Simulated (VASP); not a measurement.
Runs of VASP 6.6.1 on Li3IF2. The structure is that of space group P6/mmm (No. 191), or close to it. The cells are those of the table. 

```csv
task,cell,k mesh,cutoff (eV),smearing,gap on the mesh (eV)
single point,"a = 6.180, b = 6.180, c = 4.723 Å, angles 90.0, 90.0, 120.0°, 6 atoms",6 × 6 × 4,520,gaussian 0.1 eV,3.50
single point,"a = 5.741, b = 5.741, c = 3.749 Å, angles 90.0, 90.0, 120.0°, 6 atoms",6 × 6 × 4,520,gaussian 0.1 eV,(a)
single point,"a = 6.180, b = 6.180, c = 5.499 Å, angles 90.0, 90.0, 120.0°, 6 atoms",6 × 6 × 4,520,gaussian 0.02 eV,3.87
single point,"a = 6.180, b = 6.180, c = 5.499 Å, angles 90.0, 90.0, 120.0°, 6 atoms",6 × 6 × 6,520,gaussian 0.02 eV,3.87
relaxation of cell and atoms,"relaxed from a = 5.741, b = 5.741, c = 3.749 Å, angles 90.0, 90.0, 120.0°, 6 atoms",6 × 6 × 4,600,gaussian 0.1 eV,3.15
```

Alike in all rows: level PBE; potentials or basis VASP PAW PBE potentials, release 64 (Li_sv, I, F); no spin polarisation.

Estimate the missing entries.

(a) 2.71.

Caveats: spin-orbit coupling is left out, which moves the levels of the heavy elements.

A k mesh can miss the band edges, and the runs leave out spin-orbit coupling on I.
